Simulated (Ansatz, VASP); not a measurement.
**Two plane-wave programs on Ag2O**

The input POSCAR:

```
Ag2O
1.0
    4.7561179341      0.0000000000      0.0000000000
    0.0000000000      4.7561179341      0.0000000000
    0.0000000000      0.0000000000      4.7561179341
Ag O
4 2
Direct
    0.2500000000      0.2500000000      0.2500000000
    0.2500000000      0.7500000000      0.7500000000
    0.7500000000      0.7500000000      0.2500000000
    0.7500000000      0.2500000000      0.7500000000
    0.0000000000      0.0000000000      0.0000000000
    0.5000000000      0.5000000000      0.5000000000
```

INCAR.step1

```
ALGO = Normal ; EDIFF = 1E-5
ENCUT = 520 ; GGA = PE
GGA_COMPAT = F ; ISIF = 2
ISMEAR = -1 ; KPAR = 4
LASPH = T ; LCHARG = F
LREAL = F ; LWAVE = T
NBANDS = 37 ; NELM = 120
PREC = Accurate ; SIGMA = 0.02
```

The input INCAR.step2:

```
ALGO = Normal ; EDIFF = 1E-6
ENCUT = 520 ; GGA = PE
GGA_COMPAT = F ; HFSCREEN = 0.2079
ISIF = 2 ; ISMEAR = -1
ISTART = 1 ; KPAR = 4
LASPH = T ; LCHARG = F
LHFCALC = T ; LREAL = F
LWAVE = F ; NBANDS = 37
NELM = 120 ; PREC = Accurate
PRECFOCK = Normal ; SIGMA = 0.02
```

Contents of KPOINTS:

```
k-points
0
Gamma
  4 4 4
```

Input for Ansatz:

```yaml
crystal:
  lattice:
    - [4.7561179341, 0.0, 0.0]
    - [0.0, 4.7561179341, 0.0]
    - [0.0, 0.0, 4.7561179341]
  atoms:
    - { symbol: Ag, position: [0.25, 0.25, 0.25] }
    - { symbol: Ag, position: [0.25, 0.75, 0.75] }
    - { symbol: Ag, position: [0.75, 0.75, 0.25] }
    - { symbol: Ag, position: [0.75, 0.25, 0.75] }
    - { symbol: O, position: [0.0, 0.0, 0.0] }
    - { symbol: O, position: [0.5, 0.5, 0.5] }
kpoints:
  mp_grid: { grid: [4, 4, 4] }
  band_path:
    path: [[0.0, 0.0, 0.0], [0.0, 0.5, 0.0], [0.5, 0.5, 0.0], [0.5, 0.5, 0.5]]
    npoints: 1
hamiltonian:
  xc: hse06
scf:
  occupations: { method: fermi_dirac, width: 0.02 }
  n_extra_bands: 5
output:
  forces: true
  stress: true
  eigenvalues: true
```

Alike in both runs: task single point; functional HSE06; k mesh 4 × 4 × 4; occupations fermi-dirac, width 0.02 eV; no spin polarisation.

```csv
,VASP,Ansatz
version,VASP 6.6.1,Ansatz 0.2.0
potentials or method,"VASP PAW PBE potentials, release 64 (Ag, O)","plane waves, PAW"
plane-wave cutoff (eV),520,420
valence electrons in the cell,56,88
```

|  | VASP | Ansatz | Ansatz less VASP |
| --- | --- | --- | --- |
| gap on the k mesh at the Fermi level (eV) | 1.15 | 1.14 | -0.010 |
| pressure (GPa) | 1.7 | 1.7 | -0.01 |

The functional is the same, so the differences come from potentials, cutoffs and numerics. VASP's potentials hold 56 valence electrons a cell and Ansatz's 88, so a difference there can come from the potentials and not from the codes. Ansatz's warnings: stress exchange threshold loose, stress scf threshold loose.
